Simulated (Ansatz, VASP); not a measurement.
## K: VASP beside Ansatz

File INCAR:

```
ALGO = Fast
EDIFF = 1E-6
ENCUT = 520
GGA = PE
ISIF = 2
ISMEAR = 0
LASPH = True
LCHARG = False
LREAL = False
LWAVE = False
NBANDS = 10
NELM = 60
PREC = Accurate
SIGMA = 0.15
```

KPOINTS

```
k-points
0
Gamma
  14 14 14
```

File POSCAR:

```
K
1.0
   -2.6180000000      2.5787300000      2.6180000000
    2.6180000000     -2.5787300000      2.6180000000
    2.6180000000      2.5787300000     -2.6180000000
K
1
Direct
    0.0000000000      0.0000000000      0.0000000000
```

Input for Ansatz:

```yaml
crystal:
  lattice:
    - [-2.618, 2.57873, 2.618]
    - [2.618, -2.57873, 2.618]
    - [2.618, 2.57873, -2.618]
  atoms:
    - { symbol: K, position: [0.0, 0.0, 0.0] }
basis:
  ecutwfc: 420
kpoints:
  mp_grid: { grid: [14, 14, 14] }
hamiltonian:
  xc: pbe
scf:
  occupations: { method: gaussian, width: 0.15 }
output:
  forces: true
  stress: true
  eigenvalues: true
```

Change from the starting cell: strain -0.0150 x Voigt [0, 1, 0, 0, 0, 0], atoms carried along.

Alike in both runs: task single point; functional PBE; k mesh 14 × 14 × 14; occupations gaussian, width 0.15 eV; no spin polarisation.

|  | VASP | Ansatz |
| --- | --- | --- |
| version | VASP 6.6.1 | Ansatz 0.2.0 |
| potentials or method | VASP PAW PBE potentials, release 64 (K_sv), cutoff 520 eV | scalar-relativistic, plane waves, PAW |
| valence electrons in the cell | 9 | 9 |

|  | VASP | Ansatz | Ansatz less VASP |
| --- | --- | --- | --- |
| gap on the k mesh at the Fermi level (eV) | none | none | - |
| pressure (GPa) | 0.2 | 0.2 | 0.00 |

A gap of «none» marks a metal or a gap that the smearing closes. The functional is the same, so the differences come from potentials, cutoffs and numerics.
